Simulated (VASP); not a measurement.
# H in VASP: further runs

Aim: see how the results for H move with the level of theory and the settings. Levels: PBE, PBEsol. Tasks: single point.

All numbers are computed with VASP 6.6.1; they aren't measurements. Logs are shortened: lines on timing, memory, paths and dates and some standing lists are left out, and cuts for length are marked.

**1. The cell of the first run**

Symmetry: I4/mmm, No. 139, tetragonal system. The conventional cell has a = 3.710 Å, b = 3.710 Å, c = 4.571 Å, α = 90.00°, β = 90.00°, γ = 90.00°. H (site symmetry 4mm) has 1 H at 0.75 Å within 1.0 Å.

**2. Single point, PBE**

The input, INCAR:

```
ALGO = Normal ; EDIFF = 1E-7
ENCUT = 520 ; GGA = PE
ISIF = 2 ; ISMEAR = 0
LASPH = T ; LCHARG = T
LELF = T ; LREAL = F
LVHAR = T ; LWAVE = F
NBANDS = 8 ; NELM = 80
PREC = Accurate ; SIGMA = 0.05
```

The input, KPOINTS:

```
k-points
0
Gamma
  10 10 10
```

The input, POSCAR:

```
H
1.0
   -1.8548676378      1.8548676378      2.2855640979
    1.8548676378     -1.8548676378      2.2855640979
    1.8548676378      1.8548676378     -2.2855640979
H
2
Direct
    0.9178910720      0.9178910720      0.0000000000
    0.0821089280      0.0821089280      0.0000000000
```

Potentials or basis: VASP PAW PBE potentials, release 64 (H).

Started as:

```console
$ cat potpaw_PBE.64/H/POTCAR > POTCAR
$ mpirun -np 1 vasp_std > vasp.out
```

OUTCAR:

```text
EDIFF = 1E-7
   ENCUT = 520
   GGA = PE
   ISIF = 2
   ISMEAR = 0
   LASPH = T
   LREAL = F
   NELM = 80
   PREC = Accurate

 ion  position               nearest neighbor table
   1  0.918  0.918  0.000-   2 0.75
   2  0.082  0.082  0.000-   1 0.75

  LATTYP: Found a body centered tetragonal cell.
 ALAT       =     3.7097352756
 C/A-ratio  =     1.2321979484

  Lattice vectors:

 A1 = (  -1.8548676378,   1.8548676378,   2.2855640979)
 A2 = (   1.8548676378,  -1.8548676378,   2.2855640979)
 A3 = (   1.8548676378,   1.8548676378,  -2.2855640979)

Analysis of symmetry for initial positions (statically):
=====================================================================
 Subroutine PRICEL returns:
 Original cell was already a primitive cell.

 Routine SETGRP: Setting up the symmetry group for a
 body centered tetragonal supercell.

 Subroutine GETGRP returns: Found 16 space group operations
 (whereof 16 operations were pure point group operations)
 out of a pool of 16 trial point group operations.

The static configuration has the point symmetry D_4h.

Analysis of symmetry for dynamics (positions and initial velocities):
=====================================================================
 Subroutine PRICEL returns:
 Original cell was already a primitive cell.

 Routine SETGRP: Setting up the symmetry group for a
 body centered tetragonal supercell.

 Subroutine GETGRP returns: Found 16 space group operations
 (whereof 16 operations were pure point group operations)
 out of a pool of 16 trial point group operations.

The dynamic configuration has the point symmetry D_4h.

 Subroutine INISYM returns: Found 16 space group operations
 (whereof 16 operations are pure point group operations),
 and found     1 'primitive' translations

----------------------------------------------------------------------------------------

                                     Primitive cell

  volume of cell :      31.4542

  direct lattice vectors                    reciprocal lattice vectors
    -1.854867638  1.854867638  2.285564098     0.000000000  0.269561013  0.218764374
     1.854867638 -1.854867638  2.285564098     0.269561013  0.000000000  0.218764374
     1.854867638  1.854867638 -2.285564098     0.269561013  0.269561013  0.000000000

  length of vectors
     3.479205535  3.479205535  3.479205535     0.347161333  0.347161333  0.381216841

  position of ions in fractional coordinates (direct lattice)
     0.917891072  0.917891072  0.000000000
     0.082108928  0.082108928  0.000000000

  ion indices of the primitive-cell ions
   primitive index   ion index
                 1           1
                 2           2

----------------------------------------------------------------------------------------

 KPOINTS: k-points

Automatic generation of k-mesh.
 Grid dimensions read from file:
 generate k-points for:   10   10   10

 Generating k-lattice:

  Cartesian coordinates                     Fractional coordinates (reciprocal lattice)
     0.000000000  0.026956101  0.021876437     0.100000000  0.000000000 -0.000000000
     0.026956101  0.000000000  0.021876437     0.000000000  0.100000000 -0.000000000
     0.026956101  0.026956101  0.000000000     0.000000000  0.000000000  0.100000000

  Length of vectors
     0.034716133  0.034716133  0.038121684

  Shift w.r.t. Gamma in fractional coordinates (k-lattice)
     0.000000000  0.000000000  0.000000000

 Subroutine IBZKPT returns following result:
 ===========================================

 Found    102 irreducible k-points:

 Following reciprocal coordinates:
            Coordinates               Weight
  0.000000  0.000000  0.000000      1.000000
  0.100000  0.000000  0.000000      8.000000
  0.200000  0.000000  0.000000      8.000000
  0.300000  0.000000 -0.000000      8.000000
  0.400000  0.000000 -0.000000      8.000000
  0.500000  0.000000  0.000000      4.000000
[... 16 lines left out ...]
  0.300000  0.300000  0.000000      8.000000
  0.400000  0.300000  0.000000     16.000000
 [... further k-points ...]
   k-points           NKPTS =    102   k-points in BZ     NKDIM =    102   number of bands    NBANDS=      8
   number of dos      NEDOS =    301   number of ions     NIONS =      2
   total plane-waves  NPLWV =  21952
   dimension x,y,z NGX =    28 NGY =   28 NGZ =   28
   dimension x,y,z NGXF=    56 NGYF=   56 NGZF=   56
   ions per type =               2
   NGX,Y,Z   is equivalent  to a cutoff of  13.38, 13.38, 13.38 a.u.
   NGXF,Y,Z  is equivalent  to a cutoff of  26.76, 26.76, 26.76 a.u.
 SYSTEM =  unknown system
   PREC   = accura    normal or accurate (medium, high low for compatibility)
   ISTART =      0    job   : 0-new  1-cont  2-samecut
   ICHARG =      2    charge: 1-file 2-atom 10-const
   ISPIN  =      1    spin polarized calculation?
   LNONCOLLINEAR =      F non collinear calculations
   LSORBIT =      F    spin-orbit coupling
   LASPH  =      T    aspherical Exc in radial PAW
   ENCUT  =  520.0 eV  38.22 Ry    6.18 a.u.   6.47  6.47  6.47*2*pi/ulx,y,z
   NELM   =     80;   NELMIN=  2; NELMDL= -5     # of ELM steps
   EDIFF  = 0.1E-06   stopping-criterion for ELM
   LREAL  =      F    real-space projection
   EDIFFG = 0.1E-05   stopping-criterion for IOM
   NSW    =      0    number of steps for IOM
   IBRION =     -1    ionic relax: 0-MD 1-quasi-New 2-CG
   NFREE  =      0    steps in history (QN), initial steepest desc. (CG)
   ISIF   =      2    stress and relaxation
   ISYM   =      2    0-nonsym 1-usesym 2-fastsym
   POTIM  = 0.5000    time-step for ionic-motion
   TEBEG  =    0.0;   TEEND  =   0.0 temperature during run
   PSTRESS=    0.0 pullay stress
   NELECT =       2.0000    total number of electrons
   NUPDOWN=      -1.0000    fix difference up-down
   EMIN   =  10.00;   EMAX   =-10.00  energy-range for DOS
   EFERMI =   0.00;   METHOD = LEGACY
   ISMEAR =     0;   SIGMA  =   0.05  broadening in eV -4-tet -1-fermi 0-gaus
   EFERMI_NEDOS =   21; number of points for ismear=-14 and -15
   IALGO  =     38    algorithm
   IMIX   =      4    mixing-type and parameters
     AMIX     =   0.40;   BMIX     =  1.00
     AMIX_MAG =   1.60;   BMIX_MAG =  1.00
  volume/ion in A,a.u.               =      15.73       106.13
  Fermi-wavevector in a.u.,A,eV,Ry     =   0.653419  1.234783  5.809094  0.426956
  Thomas-Fermi vector in A             =   1.723653
   LORBIT       =      0    0 simple, 1 ext, 2 COOP (PROOUT), +10 PAW based schemes
   GGA     = PE    functional components
   LHFCALC =     F    Hartree Fock is set to
   AEXX    =    0.0000 exact exchange contribution
   IVDW    =     0    specifies the selected vdW correction
   LEPSILON=     F    determine dielectric tensor
   LRPA    =     F    only Hartree local field effects (RPA)
 non-spin polarized calculation
 Gauss-broadening in eV      SIGMA  =   0.05
  energy-cutoff  :      520.00
  volume of cell :       31.45
 maximum number of plane-waves:       864
 NGX is ok and might be reduce to    28
   NGX = 13   NGY = 13   NGZ = 13

 number of electron       2.0000000 magnetization

 Free energy of the ion-electron system (eV)
  ---------------------------------------------------
  ext. energy  EPLUGINS =         0.00000000
  ---------------------------------------------------
  free energy    TOTEN  =        -6.78984467 eV

  energy without entropy =       -6.78984467  energy(sigma->0) =       -6.78984467

 E-fermi :  -8.5598     XC(G=0):  -4.6577

 val. band max:       -8.8271664754   @ k =   0.5000   0.5000   0.5000
 cond. band min:       0.4478834520   @ k =   0.5000   0.0000   0.0000
 fundamental gap:      9.2750499274
 Fermi energy:        -8.5597811773

 k-point     1 :       0.0000    0.0000    0.0000
  band No.  band energies     occupation
      1     -10.2390      2.00000
      2       3.2986      0.00000
      3       6.8710      0.00000
      4      12.2426      0.00000
      5      12.2426      0.00000
      6      14.2317      0.00000
      7      14.2317      0.00000
      8      15.4078      0.00000

 k-point     2 :       0.1000    0.0000    0.0000
  band No.  band energies     occupation
      1     -10.1615      2.00000
      2       2.9758      0.00000
      3       6.9884      0.00000
      4      11.3370      0.00000
      5      11.6728      0.00000
      6      14.2625      0.00000
      7      14.7436      0.00000
      8      15.1932      0.00000

 k-point     3 :       0.2000    0.0000    0.0000
  band No.  band energies     occupation
      1      -9.9486      2.00000
      2       2.2189      0.00000
      3       7.1525      0.00000
      4       9.7924      0.00000
      5      10.8557      0.00000
      6      14.2209      0.00000
      7      14.7995      0.00000
      8      15.2091      0.00000

 k-point     4 :       0.3000    0.0000   -0.0000
  band No.  band energies     occupation
      1      -9.6619      2.00000
      2       1.3667      0.00000
      3       7.0928      0.00000
      4       8.7472      0.00000
      5      10.2385      0.00000
      6      13.2547      0.00000
      7      14.1901      0.00000
      8      16.1495      0.00000

 k-point     5 :       0.4000    0.0000   -0.0000
  band No.  band energies     occupation
      1      -9.4061      2.00000
      2       0.7012      0.00000
      3       6.8019      0.00000
      4       8.3628      0.00000
      5       9.8733      0.00000
      6      12.6084      0.00000
      7      14.0393      0.00000
      8      15.2558      0.00000
[... 177 lines left out ...]
 k-point    22 :      -0.2000    0.2000    0.0000
  band No.  band energies     occupation
      1      -9.9014      2.00000
      2       2.6713      0.00000
      3       5.7986      0.00000
      4      10.3175      0.00000
      5      10.8378      0.00000
      6      11.4806      0.00000
      7      14.3191      0.00000
      8      16.6684      0.00000

 k-point    23 :       0.3000    0.3000    0.0000
  band No.  band energies     occupation
      1      -9.1770      2.00000
      2       1.2416      0.00000
      3       3.9264      0.00000
      4       7.5829      0.00000
      5       9.4344      0.00000
      6      13.7886      0.00000
      7      16.2904      0.00000
      8      16.9324      0.00000

 k-point    24 :       0.4000    0.3000    0.0000
  band No.  band energies     occupation
      1      -9.1378      2.00000
      2       1.6976      0.00000
      3       3.3335      0.00000
      4       7.3524      0.00000
      5       8.6336      0.00000
      6      14.4709      0.00000
      7      15.9187      0.00000
      8      17.4808      0.00000

 [... further k-points ...]

------------------------ aborting loop because EDIFF is reached ----------------------------------------

  FORCE on cell =-STRESS in cart. coord.  units (eV):
  Direction    XX          YY          ZZ          XY          YZ          ZX
  --------------------------------------------------------------------------------------
  -------------------------------------------------------------------------------------
  Total       -0.0255640     -0.0255640     -0.0375378      0.0000000      0.0000000      0.0000000
  in kB       -1.3021492     -1.3021492     -1.9120525      0.0000000      0.0000000      0.0000000
  external PRESSURE =      -1.5054503 kB  Pullay stress =       0.0000000 kB

 VOLUME and BASIS-vectors are now :
 -----------------------------------------------------------------------------
  energy-cutoff  :      520.00
  volume of cell :       31.45
      direct lattice vectors                 reciprocal lattice vectors
    -1.854867638  1.854867638  2.285564098     0.000000000  0.269561013  0.218764374
     1.854867638 -1.854867638  2.285564098     0.269561013  0.000000000  0.218764374
     1.854867638  1.854867638 -2.285564098     0.269561013  0.269561013  0.000000000

 POSITION                                       TOTAL-FORCE (eV/Angst)
 -----------------------------------------------------------------------------------
      0.00000      0.00000      4.19580        -0.000000     -0.000000      0.008733
      0.00000      0.00000      0.37533         0.000000      0.000000     -0.008733
 -----------------------------------------------------------------------------------
    total drift:                                0.000000      0.000000     -0.000000

  FREE ENERGIE OF THE ION-ELECTRON SYSTEM (eV)
  ---------------------------------------------------
  free  energy   TOTEN  =        -6.7898446710 eV

  energy  without entropy=       -6.7898446710  energy(sigma->0) =       -6.78984467
```

Wall time 13 s (1 thread of Intel Xeon 6975P-C (Granite Rapids), shared host); peak memory 0.15 GiB.

Results:

```yaml
Free_energy: -6.7898 eV
Pressure: -0.2 GPa
Largest_force: 0.009 eV/Å
Band_gap_on_the_k_mesh: 9.28 eV, indirect (least direct gap 9.75 eV)
```

Forces on the atoms (eV/Å):
```
H    0.000  0.000  0.009
H    0.000  0.000 -0.009
```

[end of part 1 of 2]
